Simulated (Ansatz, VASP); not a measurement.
Ru4N in VASP and in Ansatz

Contents of INCAR:

```
ALGO = Normal ; EDIFF = 1E-7
EDIFFG = -0.01 ; ENCUT = 600
GGA = PE ; IBRION = 2
ISIF = 3 ; ISMEAR = 0
LASPH = True ; LCHARG = False
LREAL = False ; LWAVE = False
NELM = 60 ; NSW = 100
PREC = Accurate ; SIGMA = 0.1
```

The input KPOINTS:

```
k-points
0
Gamma
  8 8 8
```

File POSCAR:

```
Ru4N
1.0
    4.5739784395      0.0000000000      0.0000000000
    0.0000000000      4.5739784395      0.0000000000
    0.0000000000      0.0000000000      4.5739784395
Ru N
4 1
Direct
    0.5000000000      0.5000000000      0.5000000000
    0.0000000000      0.5000000000      0.5000000000
    0.5000000000      0.0000000000      0.5000000000
    0.5000000000      0.5000000000      0.0000000000
    0.0000000000      0.0000000000      0.0000000000
```

Input for Ansatz:

```yaml
crystal:
  lattice:
    - [4.5739784395, 0.0, 0.0]
    - [0.0, 4.5739784395, 0.0]
    - [0.0, 0.0, 4.5739784395]
  atoms:
    - { symbol: Ru, position: [0.5, 0.5, 0.5] }
    - { symbol: Ru, position: [0.0, 0.5, 0.5] }
    - { symbol: Ru, position: [0.5, 0.0, 0.5] }
    - { symbol: Ru, position: [0.5, 0.5, 0.0] }
    - { symbol: "N", position: [0.0, 0.0, 0.0] }
basis:
  ecutwfc: 420
kpoints:
  mp_grid: { grid: [8, 8, 8] }
hamiltonian:
  xc: pbe
scf:
  occupations: { method: gaussian, width: 0.1 }
output:
  forces: true
  stress: true
  eigenvalues: true
  write_density: true
  write_potential: true
  elf: true
  volumetric_format: npy
relax:
  adjacent_minimum: "off"
  f_tol: 0.01
  max_steps: 80
  cell: { stress_tol: 0.05 }
```

Change from the starting cell: species swapped into the Mn4N type (Pm-3m, No. 221).

Alike in both runs: task relaxation of cell and atoms; functional PBE; k mesh 8 × 8 × 8; occupations gaussian, width 0.1 eV; no spin polarisation.

```csv
,VASP,Ansatz
version,VASP 6.6.1,Ansatz 0.2.0
potentials or method,"VASP PAW PBE potentials, release 64 (Ru_pv, N), cutoff 600 eV","scalar-relativistic, plane waves, PAW"
valence electrons in the cell,61,69
```

Ansatz gave:

- gap on the k mesh at the Fermi level, each at its own relaxed structure (eV): none
- relaxed volume (Å³/atom): 19.16
- relaxed cell length with the largest relative difference (Å): 4.576

Q: Which values does VASP return?

A: gap on the k mesh at the Fermi level, each at its own relaxed structure (eV): none; relaxed volume (Å³/atom): 19.19; relaxed cell length with the largest relative difference (Å): 4.578.

A gap of «none» marks a metal or a gap that the smearing closes. VASP's potentials hold 61 valence electrons a cell and Ansatz's 69, so a difference there can come from the potentials and not from the codes.
